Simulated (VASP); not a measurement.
Set up this calculation in VASP 6.6.1, as the native input.

```yaml
Task: single point
Functional: PBE
Potentials_or_basis: VASP PAW PBE potentials, release 64 (Be, Re, H)
Cutoff: 520 eV
k_mesh: 6 × 6 × 4
Occupations: gaussian, width 0.1 eV
Spin: no spin polarisation
Dipole_correction: no
Further_INCAR_settings: ALGO = Normal; EDIFF = 1e-06; NBANDS = 15
```

The structure of Be3ReH lies in POSCAR:

```
Be3ReH
1.0
    2.6149580529      0.0000000000      0.0000000000
    0.0000000000      2.6149580529      0.0000000000
    0.0000000000      0.0000000000      7.3493774558
Be Re H
3 1 1
Direct
    0.0000000000      0.0000000000      0.5000000000
    0.5000000000      0.5000000000      0.6669504067
    0.5000000000      0.5000000000      0.3330495933
    0.5000000000      0.5000000000      0.0000000000
    0.0000000000      0.0000000000      0.0000000000
```

The input as run:

INCAR

```
SYSTEM = Be3ReH
  ALGO = Normal
  EDIFF = 1E-6
  ENCUT = 520
  GGA = PE
  ISIF = 2
  ISMEAR = 0
  LASPH = .True.
  LCHARG = .True.
  LELF = .True.
  LREAL = .False.
  LVHAR = .True.
  LWAVE = .False.
  NBANDS = 15
  NELM = 100
  PREC = Accurate
  SIGMA = 0.1
```

KPOINTS

```
k-points
0
Gamma
  6 6 4
  0 0 0
```

Potentials or basis: VASP PAW PBE potentials, release 64 (Be, Re, H).

Command:

```sh
$ cat potpaw_PBE.64/Be/POTCAR potpaw_PBE.64/Re/POTCAR potpaw_PBE.64/H/POTCAR > POTCAR
$ mpirun -np 1 vasp_std > vasp.out
```

It gave:

```yaml
Pressure: 0.4 GPa
Largest_force: 0.003 eV/Å
Band_gap_on_the_k_mesh: zero (band 7 reaches 6.59 eV, above the bottom of band 8 at 4.04 eV)
```

Caveat: the k points lie up to 0.40 Å⁻¹ apart; spin-orbit coupling is left out, which moves the levels of the heavy elements.

Run time: 14 s on 1 thread of Intel(R) Xeon(R) 6975P-C (Granite Rapids), with other jobs on the host, peak memory 0.16 GiB.
